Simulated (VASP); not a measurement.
# Ta2N in VASP: settings compared, part 2 of 2

VASP 6.6.1.

## (3) Relaxation of cell and atoms, RPBE

This run uses another cell than the first one, of 13.62 Å³/atom, 0.992 times its volume.

INCAR reads:

```
ALGO = Normal
EDIFF = 1E-6
EDIFFG = -0.01
ENCUT = 600
GGA = RP
IBRION = 2
ISIF = 3
ISMEAR = 0
LASPH = T
LCHARG = F
LREAL = F
LWAVE = F
NELM = 100
NSW = 60
PREC = Accurate
SIGMA = 0.1
```

KPOINTS reads:

```
k-points
0
Gamma
  8 8 4
```

POSCAR reads:

```
Ta2N
1.0
    3.1128615060      0.0000000000      0.0000000000
   -1.5564307530      2.6958171426      0.0000000000
    0.0000000000      0.0000000000      4.8698410000
Ta N
2 1
Direct
    0.3581420000      0.6641500000      0.2611140000
    0.6742040000      0.3146850000      0.7408560000
    0.0067180000      0.0186010000      0.0001630000
```

Potentials or basis: VASP PAW PBE potentials, release 64 (Ta_pv, N).

Launch:

```console
$ cat potpaw_PBE.64/Ta_pv/POTCAR potpaw_PBE.64/N/POTCAR > POTCAR
$ mpirun -np 1 vasp_std > vasp.out
```

OUTCAR:

```text
EDIFF = 1E-6
   EDIFFG = -0.01
   ENCUT = 600
   GGA = RP
   IBRION = 2
   ISIF = 3
   ISMEAR = 0
   LASPH = T
   LREAL = F
   NELM = 100
   NSW = 60
   PREC = Accurate

 ion  position               nearest neighbor table
   1  0.358  0.664  0.261-   3 2.16   3 2.16   3 2.29   2 2.92   2 2.95   2 2.98   2 3.08   2 3.10
                             2 3.13
   2  0.674  0.315  0.741-   3 2.11   3 2.20   3 2.28   1 2.92   1 2.95   1 2.98   1 3.08   1 3.10
                             1 3.13
   3  0.007  0.019  0.000-   2 2.11   1 2.16   1 2.16   2 2.20   2 2.28   1 2.29

  LATTYP: Found a hexagonal cell.
 ALAT       =     3.1128615060
 C/A-ratio  =     1.5644258476

  Lattice vectors:

 A1 = (   3.1128615060,   0.0000000000,   0.0000000000)
 A2 = (  -1.5564307530,   2.6958171426,   0.0000000000)
 A3 = (   0.0000000000,   0.0000000000,   4.8698410000)

Analysis of symmetry for initial positions (statically):
[... 370 lines left out ...]
  free energy    TOTEN  =       -32.85168993 eV

  energy without entropy =      -32.84695217  energy(sigma->0) =      -32.84932105

 E-fermi :   7.4819     XC(G=0): -12.7376

 val. band max:        7.4551840870   @ k =  -0.1250   0.1250   0.0000
 cond. band min:       7.5121293351   @ k =   0.0000   0.2500   0.2500
 fundamental gap:      0.0569452480
 Fermi energy:         7.4818529507

 k-point     1 :       0.0000    0.0000    0.0000
  band No.  band energies     occupation
      1     -28.2497      2.00000
      2     -27.5526      2.00000
      3     -27.5524      2.00000
      4     -27.4372      2.00000
      5     -27.4368      2.00000
      6     -27.3505      2.00000
[... 457 lines left out ...]
      4     -27.7686      2.00000
      5     -27.5665      2.00000
      6     -27.5596      2.00000
[... 9 lines left out ...]
     16      10.4774      0.00000
     17      11.1071      0.00000

 [... further k-points ...]
[... 5 lines left out ...]
  --------------------------------------------------------------------------------------
  -------------------------------------------------------------------------------------
  Total       -0.0011105     -0.0072987      0.0077174      0.0004422      0.0017046      0.0119257
  in kB       -0.0431147     -0.2833592      0.2996165      0.0171663      0.0661802      0.4629950
  external PRESSURE =      -0.0089525 kB  Pullay stress =       0.0000000 kB
[... 18 lines left out ...]
  FREE ENERGIE OF THE ION-ELECTRON SYSTEM (eV)
  ---------------------------------------------------
  free  energy   TOTEN  =       -32.8516899309 eV

  energy  without entropy=      -32.8469521720  energy(sigma->0) =      -32.84932105

 reached required accuracy - stopping structural energy minimisation
```

CONTCAR:

```text
Ta2N
   1.00000000000000
     3.1130454237309455   -0.0002404369429595   -0.0006190715300582
    -1.5567246893047471    2.6963538266390596    0.0002443994863276
    -0.0010776648231867   -0.0000775441050538    4.9166973861509344
  Ta              N
     2     1
Direct
     0.3463862936740021    0.6657914940965776    0.2565129421221486
     0.6798077524963088    0.3326583392503920    0.7449214546009900
     0.0128699538296926    0.9989861666530236    0.0006986032768623

  0.00000000E+00  0.00000000E+00  0.00000000E+00
  0.00000000E+00  0.00000000E+00  0.00000000E+00
  0.00000000E+00  0.00000000E+00  0.00000000E+00
```

Run time: 7.4 min. Hardware: 1 thread of Intel Xeon 6975P-C (Granite Rapids), shared host; peak memory 0.29 GiB.

Results:

| Item | Value |
| --- | --- |
| Free energy | -32.8517 eV |
| Relaxed volume | 13.76 Å³/atom |
| Relaxed cell | a = 3.113 Å, b = 3.113 Å, c = 4.917 Å, α = 89.99°, β = 90.02°, γ = 120.00° |
| Space group after relaxing (to 0.05 Å) | P-3m1 (No. 164) |
| Energy gained by relaxing | 28.2 meV/atom |
| Ionic steps | 16 |
| Pressure after relaxing | 0.0 GPa |
| Largest force after relaxing | 0.009 eV/Å |

Forces in eV/Å, atoms in the order of the input:
```
Ta  -0.001 -0.002  0.006
Ta  -0.003 -0.005 -0.007
N    0.004  0.007  0.001
```

The path:
```tsv
step	energy change (eV)	largest force (eV/Å)	pressure (GPa)	volume (Å³)
1	0.0000	1.1779	3.12	40.87
2	-0.0508	0.2305	-7.09	42.45
3	-0.0578	0.4517	-4.71	42.03
4	-0.0540	0.6167	5.63	40.57
5	-0.0802	0.1984	0.01	41.30
6	-0.0832	0.0902	0.10	41.25
7	-0.0832	0.0877	0.13	41.24
8	-0.0838	0.0672	-0.19	41.29
9	-0.0839	0.0598	-0.58	41.35
10	-0.0840	0.0622	-0.44	41.33
11	-0.0843	0.0355	-0.03	41.27
12	-0.0843	0.0298	0.30	41.22
13	-0.0844	0.0295	0.23	41.23
14	-0.0845	0.0193	0.07	41.26
15	-0.0845	0.0167	-0.02	41.27
16	-0.0845	0.0092	0.00	41.27
```

Final structure:
```xyz
3
Lattice="3.1130 -0.0002 -0.0006 -1.5567 2.6964 0.0002 -0.0011 -0.0001 4.9167" Properties=species:S:1:pos:R:3 pbc="T T T"
Ta    0.0416    1.7951    1.2611
Ta    1.5976    0.8967    3.6622
N    -1.5151    2.6936    0.0037
```

Levels at points of the mesh, in eV from the Fermi level:
```
           k point  band 11  band 12  band 13  band 14  band 15  band 16
(0.00, 0.00, 0.00)    -5.04    -0.72    -0.22    -0.21     0.22     0.35
(0.50, 0.00, 0.00)    -4.48    -2.61    -1.38     1.61     1.93     3.72
(0.00, 0.50, 0.00)    -4.48    -2.61    -1.38     1.60     1.93     3.72
(0.50, 0.50, 0.00)    -4.48    -2.61    -1.39     1.60     1.93     3.72
(0.00, 0.00, 0.50)    -2.94    -2.68    -1.04    -1.04     1.71     1.88
(0.50, 0.00, 0.50)    -3.26    -2.18    -2.12    -0.37     0.71     3.33
(0.00, 0.50, 0.50)    -3.26    -2.18    -2.12    -0.37     0.71     3.33
(0.50, 0.50, 0.50)    -3.26    -2.18    -2.12    -0.37     0.71     3.33
```

Caveat: the PAW data sets were made with another functional, which shifts forces and pressure a little; spin-orbit coupling is left out, which moves the levels of the heavy elements.

## (4) Single point, B3LYP

This run uses another cell than the first one, of 13.62 Å³/atom, 0.992 times its volume.

POSCAR reads:

```
Ta2N
1.0
    3.1128615060      0.0000000000      0.0000000000
   -1.5564307530      2.6958171426      0.0000000000
    0.0000000000      0.0000000000      4.8698410000
Ta N
2 1
Direct
    0.3333333333      0.6666666667      0.2547110000
    0.6666666667      0.3333333333      0.7452890000
    0.0000000000      0.0000000000      0.0000000000
```

INCAR.step1 reads:

```
ALGO = Normal
EDIFF = 1E-5
ENCUT = 520
GGA = PE
ISIF = 2
ISMEAR = -1
LASPH = T
LREAL = F
LWAVE = T
NBANDS = 20
NELM = 80
PREC = Accurate
SIGMA = 0.05
```

INCAR.step2 reads:

```
AEXX = 0.2
AGGAC = 0.81
AGGAX = 0.72
ALDAC = 0.19
ALGO = Normal
EDIFF = 1E-7
ENCUT = 520
GGA = B3
ISIF = 2
ISMEAR = -1
ISTART = 1
LASPH = T
LCHARG = T
LELF = T
LHFCALC = T
LREAL = F
LVHAR = T
LWAVE = F
NBANDS = 20
NELM = 80
PREC = Accurate
PRECFOCK = Normal
SIGMA = 0.05
```

KPOINTS reads:

```
k-points
0
Gamma
  5 5 3
```

Launch:

```console
$ cat potpaw_PBE.64/Ta_pv/POTCAR potpaw_PBE.64/N/POTCAR > POTCAR
$ cp INCAR.step1 INCAR
$ mpirun -np 1 vasp_std > vasp.out
$ cp INCAR.step2 INCAR
$ mpirun -np 1 vasp_std > vasp.out
```

It took 17 min on 1 thread of Intel Xeon 6975P-C (Granite Rapids), shared host; peak memory 0.17 GiB.

The run converged. Its results:

```yaml
Free_energy: -37.9940 eV
Pressure: 1.6 GPa
Largest_force: 0.345 eV/Å
```

Forces on the atoms (eV/Å):
```
Ta   0.000  0.000 -0.345
Ta   0.000  0.000  0.345
N    0.000  0.000  0.000
```

Stress tensor (GPa, compression positive):
```
-1.17  0.00  0.00
 0.00 -1.17  0.00
 0.00  0.00  7.27
```

Levels at points of the mesh, in eV from the Fermi level:
| k point | band 10 | band 11 | band 12 | band 13 | band 14 | band 15 | band 16 | band 17 |
| --- | --- | --- | --- | --- | --- | --- | --- | --- |
| (0.00, 0.00, 0.00) | -6.98 | -5.74 | -0.77 | -0.29 | -0.29 | 0.66 | 0.89 | 0.89 |

Caveat: the k points lie up to 0.47 Å⁻¹ apart; the PAW data sets were made with another functional, which shifts forces and pressure a little; spin-orbit coupling is left out, which moves the levels of the heavy elements.

## (5) Summary

| task | level | cell | k mesh | cutoff (eV) | smearing | grid for exact exchange (PRECFOCK) | gap on the mesh (eV) | pressure (GPa) | largest force (eV/Å) |
| --- | --- | --- | --- | --- | --- | --- | --- | --- | --- |
| single point | RPBE | a = 3.111, b = 3.111, c = 4.916 Å, angles 90.0, 90.0, 120.0°, 3 atoms | 8 × 8 × 4 | 520 | gaussian 0.1 eV | - | none | 0.5 | 0.03 |
| relaxation of cell and atoms | RPBE | relaxed from a = 3.113, b = 3.113, c = 4.870 Å, angles 90.0, 90.0, 120.0°, 3 atoms | 8 × 8 × 4 | 600 | gaussian 0.1 eV | - | none | 0.0 | 0.01 |
| single point | B3LYP | a = 3.113, b = 3.113, c = 4.870 Å, angles 90.0, 90.0, 120.0°, 3 atoms | 5 × 5 × 3 | 520 | fermi-dirac 0.05 eV | Normal | none | 1.6 | 0.34 |

Alike in all rows: potentials or basis VASP PAW PBE potentials, release 64 (Ta_pv, N); no spin polarisation.

Caveats: some runs use coarse meshes; the PAW data sets were made with another functional, which shifts forces and pressure a little; spin-orbit coupling is left out, which moves the levels of the heavy elements.

Absolute energies hang on the potentials; compare differences alone.
